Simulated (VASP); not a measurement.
Input of a VASP 6.6.1 run:

INCAR

```
SYSTEM = MgS
ALGO = Normal ; EDIFF = 1E-6
ENCUT = 520 ; GGA = PE
ISIF = 2 ; ISMEAR = 0
LASPH = .TRUE. ; LCHARG = .TRUE.
LELF = .TRUE. ; LREAL = .FALSE.
LVHAR = .TRUE. ; LWAVE = .FALSE.
NBANDS = 26 ; NELM = 100
PREC = Accurate ; SIGMA = 0.02
```

File KPOINTS:

```
k-points
0
G
  6 6 2
  0 0 0
```

POSCAR

```
MgS
1.0
    4.0405200759      0.0000000000      0.0000000000
   -2.0202600379      3.4991930302      0.0000000000
    0.0000000000      0.0000000000     13.0800279451
Mg S
4 4
Direct
    0.0000000000      0.0000000000      0.0948572732
    0.0000000000      0.0000000000      0.5948572732
    0.3333333333      0.6666666667      0.3439525086
    0.6666666667      0.3333333333      0.8439525086
    0.0000000000      0.0000000000      0.4057262008
    0.0000000000      0.0000000000      0.9057262008
    0.3333333333      0.6666666667      0.1554640174
    0.6666666667      0.3333333333      0.6554640174
```

Potentials or basis: VASP PAW PBE potentials, release 64 (Mg, S).

Launch:

```console
$ cat potpaw_PBE.64/Mg/POTCAR potpaw_PBE.64/S/POTCAR > POTCAR
$ mpirun -np 1 vasp_std > vasp.out
```

(1) Estimate the band gap on the k mesh.

(2) Estimate the pressure.

Answers

(1) 3.37 eV, direct.

(2) -0.2 GPa.
